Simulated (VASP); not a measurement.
# C14N (a cell with a defect) in VASP: notebook, part 2 of 2

VASP 6.6.1. The steps go on from the part before.

**6. Single point, PBEsol, collinear spin**

INCAR

```
PREC     = Accurate       # precision mode
ENCUT    = 520            # plane-wave cutoff, eV
EDIFF    = 1E-6           # SCF threshold, eV
ISMEAR   = -1             # smearing method
SIGMA    = 0.05           # smearing width, eV
LREAL    = Auto         
LASPH    = T              # aspherical terms in the spheres
NELM     = 150            # most SCF steps
ALGO     = Normal         # electronic algorithm
ISIF     = 2              # what is computed and relaxed
LWAVE    = F              # write WAVECAR
LCHARG   = F              # write CHGCAR
ISPIN    = 2              # spin polarisation
MAGMOM   = 0 0.47 0 0 0.47 0.47 0 0 0.47 0.47 0 0 0 0.47 0.47 # initial moments
LORBIT   = 11             # projections on sites
GGA      = PS             # functional
NBANDS   = 48             # bands
```

KPOINTS

```
Automatic mesh
0
Gamma
  2 2 2
  0.5 0.5 0.5
```

POSCAR

```
C14N
1.0
    7.1076060000      0.0000000000      0.0000000000
    0.0000000000      3.5538030000      0.0000000000
    0.0000000000      0.0000000000      3.5538030000
C N
14 1
Direct
    0.9927090000      0.0056900000      0.9837810000
    0.4859580000      0.9195790000      0.0431080000
    0.1192900000      0.2454100000      0.2383310000
    0.2490360000      0.4726160000      0.0222390000
    0.7598450000      0.4465650000      0.9825930000
    0.3662340000      0.7755140000      0.2964560000
    0.9042340000      0.7501240000      0.2258190000
    0.2559320000      0.0097290000      0.5028060000
    0.7569620000      0.9595020000      0.5027640000
    0.3670210000      0.2220970000      0.7673550000
    0.8677580000      0.2175250000      0.7188000000
    0.0126460000      0.5348000000      0.5051850000
    0.1292450000      0.6915760000      0.7645310000
    0.6138400000      0.7748390000      0.7849690000
    0.4940780000      0.4742010000      0.4977380000
```

Potentials or basis: VASP PAW PBE potentials, release 64 (C, N).

Run with:

```bash
$ cat potpaw_PBE.64/C/POTCAR potpaw_PBE.64/N/POTCAR > POTCAR
$ mpirun -np 1 vasp_std > vasp.out
```

OUTCAR:

```text
PREC = Accurate
   ENCUT = 520
   EDIFF = 1E-6
   ISMEAR = -1
   LREAL = Auto
   LASPH = T
   NELM = 150
   ISIF = 2
   ISPIN = 2
   LORBIT = 11
   GGA = PS

 ion  position               nearest neighbor table
   1  0.993  0.006  0.984-   7 1.40  11 1.50   3 1.53  13 1.67
   2  0.486  0.920  0.043-   6 1.34  14 1.39  10 1.68
   3  0.119  0.245  0.238-   4 1.45   1 1.53   8 1.59  12 1.59
   4  0.249  0.473  0.022-   3 1.45  13 1.47  10 1.52   6 1.67
   5  0.760  0.447  0.983-  11 1.46  14 1.71   7 1.72
   6  0.366  0.776  0.296-   2 1.34   8 1.36  15 1.58   4 1.67
   7  0.904  0.750  0.226-   1 1.40  12 1.47   9 1.62   5 1.72
   8  0.256  0.010  0.503-   6 1.36  10 1.44   3 1.59  13 1.72
   9  0.757  0.960  0.503-  11 1.43  14 1.57   7 1.62
  10  0.367  0.222  0.767-   8 1.44   4 1.52  15 1.59   2 1.68
  11  0.868  0.218  0.719-   9 1.43   5 1.46   1 1.50  12 1.71
  12  0.013  0.535  0.505-  13 1.36   7 1.47   3 1.59  11 1.71
  13  0.129  0.692  0.765-  12 1.36   4 1.47   1 1.67   8 1.72
  14  0.614  0.775  0.785-   2 1.39   9 1.57  15 1.71   5 1.71
[... 621 lines left out ...]
  energy  without entropy=     -130.5765856099  energy(sigma->0) =     -130.57798884

 total charge

# of ion       s       p       d       tot
------------------------------------------
    1        0.847   1.777   0.000   2.624
    2        0.877   1.744   0.000   2.621
    3        0.834   1.754   0.000   2.589
    4        0.841   1.775   0.000   2.616
    5        0.856   1.497   0.000   2.354
    6        0.866   1.832   0.000   2.697
    7        0.837   1.746   0.000   2.583
    8        0.853   1.821   0.000   2.673
    9        0.839   1.604   0.000   2.443
   10        0.825   1.676   0.000   2.501
   11        0.840   1.783   0.000   2.624
   12        0.852   1.784   0.000   2.636
   13        0.850   1.778   0.000   2.628
   14        0.830   1.602   0.000   2.433
   15        1.282   2.371   0.000   3.653
--------------------------------------------------
tot         13.130  26.545   0.000  39.675

 magnetization (x)

# of ion       s       p       d       tot
------------------------------------------
    1        0.004   0.013   0.000   0.017
    2        0.011   0.111   0.000   0.123
    3        0.005   0.015   0.000   0.019
    4        0.004   0.021   0.000   0.026
    5        0.049   0.210   0.000   0.259
    6        0.000  -0.002   0.000  -0.002
    7       -0.001   0.001   0.000  -0.001
    8        0.001   0.009   0.000   0.010
    9        0.016   0.083   0.000   0.099
   10        0.000   0.001   0.000   0.001
   11       -0.001   0.005   0.000   0.004
   12        0.006   0.023   0.000   0.029
   13       -0.001  -0.001   0.000  -0.002
   14       -0.002  -0.013   0.000  -0.015
   15        0.001   0.050   0.000   0.050
--------------------------------------------------
tot          0.093   0.525   0.000   0.618
```

OSZICAR:

```text
N       E                     dE             d eps       ncg     rms          rms(c)
DAV:   1     0.158799783112E+03    0.15880E+03   -0.32037E+04   768   0.124E+03
DAV:   2    -0.121358812828E+03   -0.28016E+03   -0.26342E+03   960   0.250E+02
DAV:   3    -0.135076062558E+03   -0.13717E+02   -0.13548E+02   968   0.501E+01
DAV:   4    -0.135263886244E+03   -0.18782E+00   -0.18732E+00  1000   0.608E+00
DAV:   5    -0.135266826239E+03   -0.29400E-02   -0.29392E-02   968   0.719E-01    0.165E+01
DAV:   6    -0.131696351113E+03    0.35705E+01   -0.34359E+00   928   0.875E+00    0.936E+00
DAV:   7    -0.130524495637E+03    0.11719E+01   -0.33131E+00   928   0.785E+00    0.297E+00
DAV:   8    -0.130577864276E+03   -0.53369E-01   -0.24690E-01   960   0.236E+00    0.139E+00
DAV:   9    -0.130578761569E+03   -0.89729E-03   -0.21675E-02   960   0.785E-01    0.533E-01
DAV:  10    -0.130579344709E+03   -0.58314E-03   -0.34520E-03   920   0.324E-01    0.180E-01
DAV:  11    -0.130579360131E+03   -0.15422E-04   -0.46697E-04   960   0.114E-01    0.517E-02
DAV:  12    -0.130579382931E+03   -0.22801E-04   -0.92395E-05   936   0.467E-02    0.246E-02
DAV:  13    -0.130579389808E+03   -0.68770E-05   -0.80072E-06   960   0.165E-02    0.125E-02
DAV:  14    -0.130579391860E+03   -0.20520E-05   -0.28764E-06   768   0.900E-03    0.421E-03
DAV:  15    -0.130579392060E+03   -0.20007E-06   -0.42230E-07   576   0.350E-03
   1 F= -.13057939E+03 E0= -.13057799E+03  d E =-.280645E-02  mag=     0.9951
```

It took 58 s on 1 thread of Intel Xeon Platinum 8259CL at 2.50GHz (Skylake/Cascade Lake), shared host; peak memory 0.23 GiB.

Results:

* Free energy: -130.5794 eV
* Pressure: 12.6 GPa
* Largest force: 9.619 eV/Å
* Band gap on the k mesh: 0.47 eV
* Net moment: 0.99 μB per cell
* Site moments: C +0.02, +0.12, +0.03, +0.26, -0.00, +0.01, +0.10, +0.00, -0.01 (each value once); N +0.05 μB
* Valence electrons inside the program's atomic spheres: C 2.62, 2.59, 2.35, 2.70, 2.58, 2.67, 2.44, 2.50, 2.64, 2.63, 2.43 (each value once); N 3.65

Forces on the atoms (eV/Å):
```
C    4.080 -1.195 -0.048
C    1.915  7.005 -6.307
C    1.135 -0.201  2.797
C   -0.231  1.248 -1.353
C    0.343  4.581  0.865
C    2.216 -9.123 -1.523
C   -8.307 -3.051  3.312
C   -5.512 -0.847  2.572
C   -0.446  0.136 -1.159
C    3.305  2.679  1.727
C    0.740  3.098  1.104
C   -2.607 -7.618 -3.972
C    1.557  8.182  0.816
C    3.574 -6.778 -2.230
N   -1.763  1.884  3.400
```

Caveat: the k points lie up to 0.88 Å⁻¹ apart; the PAW data sets were made with another functional, which shifts forces and pressure a little.

**7. Summary**

| level | smearing | gap on the mesh (eV) | pressure (GPa) | moment (μB) | largest force (eV/Å) |
| --- | --- | --- | --- | --- | --- |
| PBEsol | fermi-dirac 0.05 eV | 0.47 | 12.6 | 0.99 | 9.62 |
| revPBE | fermi-dirac 0.05 eV | 0.51 | 23.1 | 1.00 | 9.70 |
| PBEsol | methfessel-paxton 0.05 eV | 0.47 | 12.6 | 1.01 | 9.62 |

Alike in all rows: task single point; potentials or basis VASP PAW PBE potentials, release 64 (C, N); spin collinear; cell as given; k mesh 2 × 2 × 2, shifted; cutoff (eV) 520.

Caveats: all runs use coarse meshes; the PAW data sets were made with another functional, which shifts forces and pressure a little.

Absolute energies hang on the potentials; compare differences alone.
